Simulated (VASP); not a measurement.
# Cu3Au (Pm-3m) in VASP: single point with PBE+U

Aim: the single point of Cu3Au with PBE+U.

Program: VASP 6.6.1. These are calculated values, not measurements. Logs are shortened: lines on timing, memory, paths and dates and some standing lists are left out, and cuts for length are marked.

### 1 The cell of the first run

The structure is cubic, space group Pm-3m (No. 221). The conventional cell has a = 3.765 Å, b = 3.765 Å, c = 3.765 Å, α = 90.00°, β = 90.00°, γ = 90.00°. Au (site symmetry m-3m) has 12 Cu at 2.66 Å within 3.5 Å. Within 3.5 Å of Cu (site symmetry 4/mmm) lie 4 Au at 2.66 Å and 8 Cu at 2.66 Å.

### 2 Single point, PBE+U, non-collinear spin, typed start, spin-orbit coupling

File INCAR:

```
SYSTEM = Cu3Au
ALGO = Normal
EDIFF = 1E-6
ENCUT = 600
GGA = PE
GGA_COMPAT = .FALSE.
ISIF = 2
ISMEAR = -1
LASPH = .TRUE.
LCHARG = .FALSE.
LDAU = .TRUE.
LDAUJ = 0 0
LDAUL = -1 2
LDAUPRINT = 1
LDAUTYPE = 2
LDAUU = 0 4.76
LMAXMIX = 4
LORBIT = 11
LORBMOM = .TRUE.
LREAL = .FALSE.
LSORBIT = .TRUE.
LWAVE = .FALSE.
MAGMOM = 0 0 0 0 0 1 0 0 1 0 0 1
NBANDS = 58
NELM = 200
PREC = Accurate
SIGMA = 0.1
```

File KPOINTS:

```
Automatic mesh
0
Gamma
  5 5 5
  0.5 0.5 0.5
```

File POSCAR:

```
Cu3Au
1.0
    3.7648512900      0.0000000000      0.0000000000
    0.0000000000      3.7648512900      0.0000000000
    0.0000000000      0.0000000000      3.7648512900
Au Cu
1 3
Direct
    0.0000000000      0.0000000000      0.0000000000
    0.0000000000      0.5000000000      0.5000000000
    0.5000000000      0.0000000000      0.5000000000
    0.5000000000      0.5000000000      0.0000000000
```

Potentials or basis: VASP PAW PBE potentials, release 64 (Au, Cu).

On the command line:

```bash
$ cat potpaw_PBE.64/Au/POTCAR potpaw_PBE.64/Cu/POTCAR > POTCAR
$ mpirun -np 1 vasp_ncl > vasp.out
```

OUTCAR:

```text
SYSTEM = Cu3Au
   EDIFF = 1E-6
   ENCUT = 600
   GGA = PE
   ISIF = 2
   ISMEAR = -1
   LASPH = .TRUE.
   LORBIT = 11
   LREAL = .FALSE.
   LSORBIT = .TRUE.
   NELM = 200
   PREC = Accurate

 ion  position               nearest neighbor table
   1  0.000  0.000  0.000-   2 2.66   3 2.66   4 2.66   2 2.66   3 2.66   2 2.66   4 2.66   2 2.66
                             3 2.66   4 2.66   3 2.66   4 2.66
   2  0.000  0.500  0.500-   1 2.66   3 2.66   4 2.66   1 2.66   4 2.66   1 2.66   3 2.66   1 2.66
                             3 2.66   4 2.66   4 2.66   3 2.66
   3  0.500  0.000  0.500-   1 2.66   2 2.66   4 2.66   1 2.66   4 2.66   2 2.66   4 2.66   4 2.66
                             1 2.66   2 2.66   1 2.66   2 2.66
   4  0.500  0.500  0.000-   1 2.66   2 2.66   3 2.66   2 2.66   3 2.66   1 2.66   3 2.66   3 2.66
                             1 2.66   2 2.66   2 2.66   1 2.66

  LATTYP: Found a simple cubic cell.
 ALAT       =     3.7648512900

  Lattice vectors:

 A1 = (   3.7648512900,   0.0000000000,   0.0000000000)
 A2 = (   0.0000000000,   3.7648512900,   0.0000000000)
 A3 = (   0.0000000000,   0.0000000000,   3.7648512900)

Analysis of symmetry for initial positions (statically):
=====================================================================
 Subroutine PRICEL returns:
 Original cell was already a primitive cell.

 Routine SETGRP: Setting up the symmetry group for a
 simple cubic supercell.

 Subroutine GETGRP returns: Found 48 space group operations
 (whereof 48 operations were pure point group operations)
 out of a pool of 48 trial point group operations.

The static configuration has the point symmetry O_h .

Analysis of symmetry for dynamics (positions and initial velocities):
=====================================================================
 Subroutine PRICEL returns:
 Original cell was already a primitive cell.

 Routine SETGRP: Setting up the symmetry group for a
 simple cubic supercell.

 Subroutine GETGRP returns: Found 48 space group operations
 (whereof 48 operations were pure point group operations)
 out of a pool of 48 trial point group operations.

The dynamic configuration has the point symmetry O_h .

Analysis of structural, dynamic, and magnetic symmetry:
=====================================================================
 Subroutine PRICEL returns:
 Original cell was already a primitive cell.

 Routine SETGRP: Setting up the symmetry group for a
 simple cubic supercell.

 Subroutine GETGRP returns: Found  8 space group operations
 (whereof  8 operations were pure point group operations)
 out of a pool of 48 trial point group operations.

The overall configuration has the point symmetry C_4h.

 Subroutine INISYM returns: Found  8 space group operations
 (whereof  8 operations are pure point group operations),
 and found     1 'primitive' translations

----------------------------------------------------------------------------------------

                                     Primitive cell

  volume of cell :      53.3634

  direct lattice vectors                    reciprocal lattice vectors
     3.764851290  0.000000000  0.000000000     0.265614741  0.000000000  0.000000000
     0.000000000  3.764851290  0.000000000     0.000000000  0.265614741  0.000000000
     0.000000000  0.000000000  3.764851290     0.000000000  0.000000000  0.265614741

  length of vectors
     3.764851290  3.764851290  3.764851290     0.265614741  0.265614741  0.265614741

  position of ions in fractional coordinates (direct lattice)
     0.000000000  0.000000000  0.000000000
     0.000000000  0.500000000  0.500000000
     0.500000000  0.000000000  0.500000000
     0.500000000  0.500000000  0.000000000

  ion indices of the primitive-cell ions
   primitive index   ion index
                 1           1
                 2           2
                 3           3
                 4           4

[... 265 lines left out ...]
  ---------------------------------------------------
  free energy    TOTEN  =       -10.29004851 eV

  energy without entropy =      -10.24557817  energy(sigma->0) =      -10.26781334

 E-fermi :   7.7563     XC(G=0): -12.5500

 val. band max:        7.7236769861   @ k =   0.3000   0.5000   0.5000
 cond. band min:       7.9315035188   @ k =   0.3000   0.3000   0.1000
 fundamental gap:      0.2078265327
 Fermi energy:         7.7562526332

 k-point     1 :       0.1000    0.1000    0.1000
  band No.  band energies     occupation
      1      -1.0692      1.00000
      2      -1.0691      1.00000
      3       1.1513      1.00000
      4       1.1513      1.00000
      5       1.2031      1.00000
      6       1.2031      1.00000
[... 1228 lines left out ...]
     55      12.2172      0.00000
     56      12.2172      0.00000
 [bands above 56 left out]

------------------------ aborting loop because EDIFF is reached ----------------------------------------

  FORCE on cell =-STRESS in cart. coord.  units (eV):
  Direction    XX          YY          ZZ          XY          YZ          ZX
  --------------------------------------------------------------------------------------
  -------------------------------------------------------------------------------------
  Total        0.0305747      0.0305747      0.0310835     -0.0000003     -0.0000000      0.0000000
  in kB        0.9179719      0.9179719      0.9332477     -0.0000077     -0.0000000      0.0000000
  external PRESSURE =       0.9230638 kB  Pullay stress =       0.0000000 kB

 VOLUME and BASIS-vectors are now :
 -----------------------------------------------------------------------------
  energy-cutoff  :      600.00
  volume of cell :       53.36
      direct lattice vectors                 reciprocal lattice vectors
     3.764851290  0.000000000  0.000000000     0.265614741  0.000000000  0.000000000
     0.000000000  3.764851290  0.000000000     0.000000000  0.265614741  0.000000000
     0.000000000  0.000000000  3.764851290     0.000000000  0.000000000  0.265614741

 POSITION                                       TOTAL-FORCE (eV/Angst)
 -----------------------------------------------------------------------------------
      0.00000      0.00000      0.00000         0.000000      0.000000      0.000000
      0.00000      1.88243      1.88243         0.000000      0.000000      0.000000
      1.88243      0.00000      1.88243         0.000000      0.000000      0.000000
      1.88243      1.88243      0.00000         0.000000      0.000000      0.000000
 -----------------------------------------------------------------------------------
    total drift:                                0.000000      0.000000      0.000000

  FREE ENERGIE OF THE ION-ELECTRON SYSTEM (eV)
  ---------------------------------------------------
  free  energy   TOTEN  =       -10.2900485116 eV

  energy  without entropy=      -10.2455781721  energy(sigma->0) =      -10.26781334

 orbital moment (x)

 # of ion     p       d       tot
 ----------------------------------------
  1         0.000  -0.000  -0.000
  2         0.000  -0.000   0.000
  3         0.000  -0.000  -0.000
  4         0.000   0.000   0.000
 ----------------------------------------
            0.000  -0.000  -0.000

 orbital moment (y)

 # of ion     p       d       tot
 ----------------------------------------
  1         0.000   0.000   0.000
  2         0.000  -0.000  -0.000
  3         0.000   0.000   0.000
  4        -0.000   0.000   0.000
 ----------------------------------------
            0.000  -0.000   0.000

 orbital moment (z)

 # of ion     p       d       tot
 ----------------------------------------
  1         0.000   0.000   0.000
  2        -0.000  -0.000  -0.000
  3        -0.000  -0.000  -0.000
  4        -0.000   0.000   0.000
 ----------------------------------------
            0.000   0.000   0.000

 Spin-Orbit-Coupling matrix elements

 Ion:    1  E_soc:     -0.6082531
 l=   1
     0.0000000    -0.0326654    -0.0326652
    -0.0326654     0.0000000    -0.0326654
    -0.0326652    -0.0326654     0.0000000
 l=   2
     0.0000000    -0.0141914     0.0000000    -0.0141914    -0.0545186
    -0.0141914     0.0000000    -0.0408891    -0.0141914    -0.0136299
     0.0000000    -0.0408891     0.0000000    -0.0408891     0.0000000
    -0.0141914    -0.0141914    -0.0408891     0.0000000    -0.0136299
    -0.0545186    -0.0136299     0.0000000    -0.0136299     0.0000000
 l=   3
     0.0000000     0.0000000     0.0000000     0.0000000     0.0000000     0.0000000     0.0000000
     0.0000000     0.0000000     0.0000000     0.0000000     0.0000000     0.0000000     0.0000000
     0.0000000     0.0000000     0.0000000     0.0000000     0.0000000     0.0000000     0.0000000
     0.0000000     0.0000000     0.0000000     0.0000000     0.0000000     0.0000000     0.0000000
[... 49 lines left out ...]
 l=   2
     0.0000000    -0.0004073     0.0000000    -0.0004073    -0.0015700
    -0.0004073     0.0000000    -0.0010009    -0.0003341    -0.0002362
     0.0000000    -0.0010009     0.0000000    -0.0010009     0.0000000
    -0.0004073    -0.0003341    -0.0010009     0.0000000    -0.0002362
    -0.0015700    -0.0002362     0.0000000    -0.0002362     0.0000000
 l=   3
     0.0000000     0.0000000     0.0000000     0.0000000     0.0000000     0.0000000     0.0000000
     0.0000000     0.0000000     0.0000000     0.0000000     0.0000000     0.0000000     0.0000000
     0.0000000     0.0000000     0.0000000     0.0000000     0.0000000     0.0000000     0.0000000
     0.0000000     0.0000000     0.0000000     0.0000000     0.0000000     0.0000000     0.0000000
     0.0000000     0.0000000     0.0000000     0.0000000     0.0000000     0.0000000     0.0000000
     0.0000000     0.0000000     0.0000000     0.0000000     0.0000000     0.0000000     0.0000000
     0.0000000     0.0000000     0.0000000     0.0000000     0.0000000     0.0000000     0.0000000

 total charge

# of ion       s       p       d       tot
------------------------------------------
    1        0.646   0.454   8.642   9.742
    2        0.392   0.307   9.361  10.060
    3        0.392   0.307   9.361  10.060
    4        0.392   0.307   9.361  10.060
--------------------------------------------------
tot          1.823   1.374  36.726  39.923

 magnetization (x)

# of ion       s       p       d       tot
------------------------------------------
    1       -0.000  -0.000  -0.000  -0.000
    2        0.000   0.000   0.000   0.000
    3        0.000  -0.000  -0.000  -0.000
    4        0.000   0.000   0.000   0.000
--------------------------------------------------
tot          0.000  -0.000  -0.000  -0.000

 magnetization (y)

# of ion       s       p       d       tot
------------------------------------------
    1        0.000   0.000   0.000   0.000
    2        0.000   0.000   0.000   0.000
    3        0.000   0.000   0.000   0.000
    4        0.000   0.000  -0.000  -0.000
--------------------------------------------------
tot          0.000   0.000  -0.000   0.000

 magnetization (z)

# of ion       s       p       d       tot
------------------------------------------
    1        0.000   0.000   0.000   0.000
    2        0.000   0.000  -0.000  -0.000
    3        0.000   0.000  -0.000  -0.000
    4        0.000   0.000  -0.000  -0.000
--------------------------------------------------
tot          0.000   0.000  -0.000  -0.000
```

Wall time 1.9 min (1 thread of Intel Xeon Platinum 8488C (Sapphire Rapids), shared host); peak memory 0.34 GiB.

Results:

| Property | Result |
| --- | --- |
| Free energy | -10.2900 eV |
| Pressure | 0.1 GPa |
| Net moment | 0.00 μB per cell |
| Valence electrons inside the program's atomic spheres | Au 9.74; Cu 10.06 |

Moments on the atoms (μB; x, y, z):
```
Au  0.00 0.00 0.00
Cu  0.00 0.00 0.00
Cu  0.00 0.00 0.00
Cu  0.00 0.00 0.00
```

Caveat: the U is typed as a test and isn't derived for this compound. The state reached can hang on the start; a lower one may exist.
